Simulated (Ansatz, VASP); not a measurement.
**Two plane-wave programs on WS2**

```
W S
1.0
     3.05286    0.00000    0.00000
    -1.52643    2.64385    0.00000
     0.00000    0.00000   18.58030
W S
3 6
Cartesian
  1.5264 0.8813 6.1812
  0.0000 1.7626 12.3746
  0.0000 0.0000 18.5680
  0.0000 1.7626 4.5807
  1.5264 0.8813 1.5872
  0.0000 0.0000 10.7741
  0.0000 1.7626 7.7807
  1.5264 0.8813 16.9676
  0.0000 0.0000 13.9741
```

Change from the starting cell: equal strain along all axes, cell held, atoms relaxed: -3.0 %.

Alike in both runs: functional PBEsol; k mesh 12 × 12 × 2; occupations gaussian, width 0.02 eV; no spin polarisation.

Ansatz relaxed the structure, and its values are those at the end. VASP's run is a single point on that final structure, the one shown.

```csv
,VASP,Ansatz
version,VASP 6.6.1,Ansatz 0.2.0
potentials or method,"VASP PAW PBE potentials, release 64 (W_sv, S), cutoff 520 eV","scalar-relativistic, plane waves, PAW"
valence electrons in the cell,78,78
```

Ansatz gave:

| Quantity | Value |
| --- | --- |
| gap on the k mesh at the Fermi level (eV) | 1.04 |
| least direct gap on the mesh (eV) | 2.33 |
| pressure (GPa) | 7.6 |
| rms of the force components (eV/Å) | 0.001 |

Q: What did VASP give for the same quantities?

A: gap on the k mesh at the Fermi level (eV): 1.06; least direct gap on the mesh (eV): 2.34; pressure (GPa): 7.7; rms of the force components (eV/Å): 0.012.

VASP's potentials were made for PBE, not for PBEsol. The functional is the same, so the differences come from potentials, cutoffs and numerics. Ansatz's warnings: stress scf threshold loose.

Spin-orbit coupling is off throughout.
